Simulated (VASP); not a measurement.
# Ti in VASP: further runs, part 2 of 2

VASP 6.6.1. Earlier steps stand in the parts before.

## (5) Single point, r2SCAN (strain -0.050 along x and y, +0.000 along z)

The input, POSCAR:

```
Ti
1.0
   -1.5446001272      1.5446001272      1.6258948707
    1.5446001272     -1.5446001272      1.6258948707
    1.5446001272      1.5446001272     -1.6258948707
Ti
1
Direct
    0.0000000000      0.0000000000      0.0000000000
```

The input, INCAR.step1:

```
PREC     = Accurate       # precision mode
ENCUT    = 520            # plane-wave cutoff, eV
ISMEAR   = 0              # smearing method
SIGMA    = 0.15           # smearing width, eV
LREAL    = F              # projectors in reciprocal space
LASPH    = T              # aspherical terms in the spheres
NELM     = 60             # most SCF steps
NBANDS   = 12             # bands
GGA      = PE             # functional
ALGO     = Normal         # electronic algorithm
EDIFF    = 1E-4           # SCF threshold, eV
LWAVE    = T              # write WAVECAR
LCHARG   = F              # write CHGCAR
```

The input, INCAR.step2:

```
PREC     = Accurate       # precision mode
ENCUT    = 520            # plane-wave cutoff, eV
EDIFF    = 1E-7           # SCF threshold, eV
ISMEAR   = 0              # smearing method
SIGMA    = 0.15           # smearing width, eV
LREAL    = F              # projectors in reciprocal space
LASPH    = T              # aspherical terms in the spheres
NELM     = 60             # most SCF steps
ALGO     = Normal         # electronic algorithm
ISIF     = 2              # what is computed and relaxed
LWAVE    = F              # write WAVECAR
LCHARG   = F              # write CHGCAR
METAGGA  = R2SCAN         # meta-GGA
LMIXTAU  = T            
NBANDS   = 12             # bands
ISTART   = 1
```

The input, KPOINTS:

```
Automatic mesh
0
Gamma
  26 26 26
```

Launch:

```bash
cat potpaw_PBE.64/Ti_sv/POTCAR > POTCAR
cp INCAR.step1 INCAR
mpirun -np 1 vasp_std > vasp.out
cp INCAR.step2 INCAR
mpirun -np 1 vasp_std > vasp.out
```

Wall time 6.3 min (1 thread of Intel Xeon 6975P-C (Granite Rapids), shared host); peak memory 0.33 GiB.

It converged, with:

* Free energy: -12.7548 eV
* Pressure: 14.2 GPa
* Band gap on the k mesh: zero (bands 6 and 7 overlap by 1.93 eV)

Stress tensor (GPa, compression positive):
```
13.84  0.00  0.00
 0.00 13.84  0.00
 0.00  0.00 15.05
```

Levels at points of the mesh, in eV from the Fermi level:
```tsv
k point	band 2	band 3	band 4	band 5	band 6	band 7	band 8	band 9	band 10	band 11
(0.00, 0.00, 0.00)	-33.33	-33.33	-33.33	-6.55	1.11	1.11	1.55	3.00	3.52	18.25
(0.50, 0.00, 0.00)	-34.33	-33.62	-33.33	-2.88	-0.28	1.24	3.05	3.76	5.10	10.39
(0.50, 0.50, 0.00)	-34.32	-33.66	-33.37	-2.91	-0.82	1.65	3.65	3.87	5.17	10.81
(0.50, 0.50, 0.50)	-34.06	-33.96	-33.96	-2.80	-2.64	4.66	4.74	4.74	8.72	10.33
```

Caveat: the cell differs from its parent crystal (strain -0.050 along x and y, +0.000 along z); the cell stands under pressure; the PAW data sets were made with another functional, which shifts forces and pressure a little.

## (6) Single point, r2SCAN (strain +0.000 along x and y, +0.025 along z)

The input, POSCAR:

```
Ti
1.0
   -1.6258948707      1.6258948707      1.6665422425
    1.6258948707     -1.6258948707      1.6665422425
    1.6258948707      1.6258948707     -1.6665422425
Ti
1
Direct
    0.0000000000      0.0000000000      0.0000000000
```

The input, INCAR.step1:

```
  ALGO = Normal
  EDIFF = 1E-4
  ENCUT = 520
  GGA = PE
  ISMEAR = 0
  LASPH = T
  LCHARG = F
  LREAL = F
  LWAVE = T
  NBANDS = 12
  NELM = 100
  PREC = Accurate
  SIGMA = 0.15
```

The input, INCAR.step2:

```
  ALGO = Normal
  EDIFF = 1E-6
  ENCUT = 520
  ISIF = 2
  ISMEAR = 0
  ISTART = 1
  LASPH = T
  LCHARG = F
  LMIXTAU = T
  LREAL = F
  LWAVE = F
  METAGGA = R2SCAN
  NBANDS = 12
  NELM = 100
  PREC = Accurate
  SIGMA = 0.15
```

The input, KPOINTS:

```
k-points
0
Gamma
  26 26 26
```

Potentials or basis: VASP PAW PBE potentials, release 64 (Ti_sv).

Launch:

```bash
cat potpaw_PBE.64/Ti_sv/POTCAR > POTCAR
cp INCAR.step1 INCAR
mpirun -np 1 vasp_std > vasp.out
cp INCAR.step2 INCAR
mpirun -np 1 vasp_std > vasp.out
```

Wall time 7 min (1 thread of Intel Xeon 6975P-C (Granite Rapids), shared host); peak memory 0.37 GiB.

Results (log left out):

| Quantity | Value |
| --- | --- |
| Free energy | -12.8248 eV |
| Pressure | -2.2 GPa |
| Band gap on the k mesh | zero (bands 6 and 7 overlap by 1.76 eV) |

Stress tensor (GPa, compression positive):
```
-2.52  0.00  0.00
 0.00 -2.52  0.00
 0.00  0.00 -1.60
```

Levels at points of the mesh, in eV from the Fermi level:
```
           k point  band 4  band 5  band 6  band 7  band 8  band 9
(0.00, 0.00, 0.00)  -33.76   -6.31    1.06    1.06    1.25    2.76
(0.50, 0.00, 0.00)  -33.77   -2.55   -0.24    0.86    2.78    3.22
(0.50, 0.50, 0.00)  -33.78   -2.54   -0.47    1.03    3.02    3.27
(0.50, 0.50, 0.50)  -34.21   -2.25   -2.19    4.03    4.06    4.06
```

Caveat: the cell differs from its parent crystal (strain +0.000 along x and y, +0.025 along z); the PAW data sets were made with another functional, which shifts forces and pressure a little.

## (7) Single point, r2SCAN (strain +0.025 along x and y, -0.025 along z)

The input, POSCAR:

```
Ti
1.0
   -1.6665422425      1.6665422425      1.5852474989
    1.6665422425     -1.6665422425      1.5852474989
    1.6665422425      1.6665422425     -1.5852474989
Ti
1
Direct
    0.0000000000      0.0000000000      0.0000000000
```

The input, INCAR.step1:

```
SYSTEM = Ti
  ALGO = Normal
  EDIFF = 1E-4
  ENCUT = 520
  GGA = PE
  ISMEAR = 0
  LASPH = .True.
  LCHARG = .False.
  LREAL = .False.
  LWAVE = .True.
  NBANDS = 12
  NELM = 60
  PREC = Accurate
  SIGMA = 0.15
```

The input, INCAR.step2:

```
SYSTEM = Ti
  ALGO = Normal
  EDIFF = 1E-7
  ENCUT = 520
  ISIF = 2
  ISMEAR = 0
  ISTART = 1
  LASPH = .True.
  LCHARG = .False.
  LMIXTAU = .True.
  LREAL = .False.
  LWAVE = .False.
  METAGGA = R2SCAN
  NBANDS = 12
  NELM = 60
  PREC = Accurate
  SIGMA = 0.15
```

The input, KPOINTS:

```
k-points
0
Gamma
  26 26 26
  0 0 0
```

Launch:

```bash
cat potpaw_PBE.64/Ti_sv/POTCAR > POTCAR
cp INCAR.step1 INCAR
mpirun -np 1 vasp_std > vasp.out
cp INCAR.step2 INCAR
mpirun -np 1 vasp_std > vasp.out
```

Wall time 9.1 min (1 thread of Intel Xeon 6975P-C (Granite Rapids), shared host); peak memory 0.37 GiB.

It converged, with:

- Free energy: -12.8281 eV
- Pressure: -2.0 GPa
- Band gap on the k mesh: zero (bands 6 and 7 overlap by 1.74 eV)

Stress tensor (GPa, compression positive):
```
-1.25  0.00  0.00
 0.00 -1.25  0.00
 0.00  0.00 -3.42
```

Levels at points of the mesh, in eV from the Fermi level:
```tsv
k point	band 4	band 5	band 6	band 7	band 8	band 9
(0.00, 0.00, 0.00)	-33.77	-6.32	0.86	1.27	1.27	2.61
(0.50, 0.00, 0.00)	-33.79	-2.54	-0.48	1.04	2.92	3.37
(0.50, 0.50, 0.00)	-33.76	-2.57	0.00	0.68	2.57	3.12
(0.50, 0.50, 0.50)	-34.18	-2.28	-2.17	4.02	4.02	4.08
```

Caveat: the cell differs from its parent crystal (strain +0.025 along x and y, -0.025 along z); the PAW data sets were made with another functional, which shifts forces and pressure a little.

## (8) The runs side by side

| cell | gap on the mesh (eV) | pressure (GPa) |
| --- | --- | --- |
| a = 2.887 Å, angles 109.5°, 1 atom | none | -6.9 |
| a = 2.957 Å, angles 109.5°, 1 atom | none | -12.3 |
| a = 2.699 Å, angles 110.2, 110.2, 108.1°, 1 atom | none | 18.2 |
| a = 2.723 Å, angles 110.9, 110.9, 106.7°, 1 atom | none | 14.2 |
| a = 2.840 Å, angles 110.1, 110.1, 108.1°, 1 atom | none | -2.2 |
| a = 2.840 Å, angles 108.1, 108.1, 112.1°, 1 atom | none | -2.0 |

Alike in all rows: task single point; level r2SCAN; potentials or basis VASP PAW PBE potentials, release 64 (Ti_sv); no spin polarisation; k mesh 26 × 26 × 26; cutoff (eV) 520; smearing gaussian 0.15 eV.

Caveats: the PAW data sets were made with another functional, which shifts forces and pressure a little; the cell stands under tension (at least some runs); the cell stands under pressure (at least some runs).

Absolute energies hang on the potentials; compare differences alone.
